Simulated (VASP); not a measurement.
**NiSb: single point with PBE**

Crystal: NiSb.

```
CELL_PARAMETERS angstrom
3.94600 0.00000 0.00000
-1.97300 3.41734 0.00000
0.00000 0.00000 5.14800
ATOMIC_POSITIONS crystal
Ni 0.00000 0.00000 0.00000
Ni 0.00000 0.00000 0.50000
Sb 0.33333 0.66667 0.25000
Sb 0.66667 0.33333 0.75000
```

| Quantity | Value |
| --- | --- |
| Program | VASP 6.6.1 |
| Task | single point |
| Functional | PBE |
| Potentials or basis | VASP PAW PBE potentials, release 64 (Ni, Sb) |
| Cutoff | 520 eV |
| k mesh | 9 × 9 × 6 |
| Occupations | fermi-dirac, width 0.1 eV |
| Spin | collinear spin, ferromagnetic start |
| Starting moments | [2.0, 2.0, 0.0, 0.0] μB |

| Property | Result |
| --- | --- |
| Pressure | 2.0 GPa |
| Band gap on the k mesh | zero (filled and empty bands overlap) |
| Net moment | 0.00 μB per cell |
| Valence electrons inside the program's atomic spheres | Ni 9.38; Sb 2.42 |

Stress tensor (GPa, compression positive):
```
2.27 0.00 0.00
0.00 2.27 0.00
0.00 0.00 1.46
```

Levels at points of the mesh, in eV from the Fermi level:
Spin up:
| k point | band 13 | band 14 | band 15 | band 16 | band 17 | band 18 |
| --- | --- | --- | --- | --- | --- | --- |
| (0.00, 0.00, 0.00) | -0.06 | 0.58 | 0.58 | 2.45 | 2.45 | 3.13 |
| (0.00, 0.00, 0.50) | 0.21 | 0.21 | 2.05 | 2.05 | 2.05 | 2.05 |
Spin down:
```csv
k point,band 11,band 12,band 13,band 14,band 15,band 16,band 17,band 18,band 19,band 20
"(0.00, 0.00, 0.00)",-1.33,-1.33,-0.05,0.58,0.58,2.45,2.45,3.13,3.97,5.22
"(0.00, 0.00, 0.50)",-2.07,-2.07,0.21,0.21,2.05,2.05,2.05,2.05,5.15,5.15
```

Wall time 110 s on 1 thread of Intel(R) Xeon(R) 6975P-C (Granite Rapids), on a shared host, peak memory 0.3 GiB.

Caveat: the moments typed at the start vanished in this run; spin-orbit coupling is left out, which moves the levels of the heavy elements.
